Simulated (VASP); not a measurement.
Input of a VASP 6.6.1 run:

Contents of INCAR:

```
SYSTEM = CuO
PREC = Accurate ; ENCUT = 820
EDIFF = 1E-6 ; ISMEAR = -1
SIGMA = 0.05 ; LREAL = .FALSE.
LASPH = .TRUE. ; NELM = 120
ALGO = Normal ; ISIF = 2
LWAVE = .FALSE. ; LCHARG = .FALSE.
GGA = PS ; NBANDS = 60
GGA_COMPAT = .FALSE.
```

Contents of KPOINTS:

```
regular mesh
0
G
  9 5 5
  0 0 0
```

Contents of POSCAR:

```
CuO
1.0
   -2.3717911538      1.4680629060      0.1342203236
    1.1453167170     -0.0074812298     -4.8030056711
   -2.3835133232     -4.4202300682      0.1221253686
Cu O
4 4
Direct
    0.2499993606      0.0000017225      0.2500001163
    0.7499997027     -0.0000012331      0.7500014637
    0.9999984290      0.4999950796      0.4999962662
    0.5000002802      0.5000043116      1.0000009932
    0.6635423049      0.7497743487      0.3325991624
    0.1635438756      0.7497760361      0.8326030132
    0.8364563383      0.2502270803      0.1674032241
    0.3364597388      0.2502226343      0.6673957909
```

Potentials or basis: VASP PAW PBE potentials, release 64 (Cu_sv_GW, O).

The run is started by

```bash
$ cat potpaw_PBE.64/Cu_sv_GW/POTCAR potpaw_PBE.64/O/POTCAR > POTCAR
$ mpirun -np 1 vasp_std > vasp.out
```

Task: What does it give for the largest force?

Result: 0.011 eV/Å.

Task: What does it give for the pressure?

Result: 29.3 GPa.

Task: What does it give for the band gap on the k mesh?

Result: Zero (bands 50 and 51 overlap by 0.60 eV).

Forces on the atoms (eV/Å):
```
Cu   0.000  0.000  0.000
Cu   0.000  0.000  0.000
Cu   0.001  0.002  0.000
Cu  -0.001 -0.002  0.000
O    0.000 -0.011  0.001
O    0.000 -0.011  0.001
O    0.000  0.011 -0.001
O    0.000  0.011 -0.001
```

Caveat: the cell stands under pressure; the PAW data sets were made with another functional, which shifts forces and pressure a little; semilocal functionals often make such compounds metallic where correlation or magnetic order opens a gap, which also shifts bond lengths. With open d or f shells a metallic result of PBEsol can be an artefact of self-interaction; +U or a hybrid may open a gap.
